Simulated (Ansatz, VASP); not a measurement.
## Two plane-wave programs on MnS

INCAR

```
PREC = Accurate
ENCUT = 520
EDIFF = 1E-7
ISMEAR = 0
SIGMA = 0.1
LREAL = False
LASPH = True
NELM = 150
ALGO = Normal
ISIF = 2
LWAVE = False
LCHARG = False
ISPIN = 2
MAGMOM = 4.29 0
LORBIT = 11
LMAXMIX = 4
GGA = PS
NBANDS = 20
```

The input KPOINTS:

```
Automatic mesh
0
Gamma
  14 14 14
```

Contents of POSCAR:

```
MnS
1.0
    0.0000000000      2.8000000000      2.8000000000
    2.8000000000      0.0000000000      2.8000000000
    2.8000000000      2.8000000000      0.0000000000
Mn S
1 1
Direct
    0.0000000000      0.0000000000      0.0000000000
    0.2500000000      0.2500000000      0.2500000000
```

Input for Ansatz:

```yaml
crystal:
  lattice:
    - [0.0, 2.8, 2.8]
    - [2.8, 0.0, 2.8]
    - [2.8, 2.8, 0.0]
  atoms:
    - { symbol: Mn, position: [0.0, 0.0, 0.0], spin: 4.29 }
    - { symbol: S, position: [0.25, 0.25, 0.25] }
basis:
  ecutwfc: 420
kpoints:
  mp_grid: { grid: [14, 14, 14] }
hamiltonian:
  xc: pbesol
scf:
  occupations: { method: gaussian, width: 0.1 }
output:
  forces: true
  stress: true
  eigenvalues: true
  populations: true
magnetization:
  spin_polarized: true
```

Alike in both runs: task single point; functional PBEsol; k mesh 14 × 14 × 14; occupations gaussian, width 0.1 eV; collinear spin.

|  | VASP | Ansatz |
| --- | --- | --- |
| version | VASP 6.6.1 | Ansatz 0.2.0 |
| potentials or method | VASP PAW PBE potentials, release 64 (Mn_pv, S), cutoff 520 eV | scalar-relativistic, plane waves, PAW |
| valence electrons in the cell | 19 | 21 |

Ansatz gave:

```
gap on the k mesh at the Fermi level (eV)                     : none
pressure (GPa)                                                : -2.2
net moment per atom (μB)                                      : 2.44
size of the moment on the site where the two differ most (μB) : 4.13
```

Task: Estimate VASP's values.

Result: gap on the k mesh at the Fermi level (eV): none; pressure (GPa): -2.1; net moment per atom (μB): 2.44; size of the moment on the site where the two differ most (μB): 4.30.

VASP's potentials were made for PBE, not for PBEsol. Site moments also hang on the region over which each program counts them. A gap of «none» marks a metal or a gap that the smearing closes. VASP's potentials hold 19 valence electrons a cell and Ansatz's 21, so a difference there can come from the potentials and not from the codes.
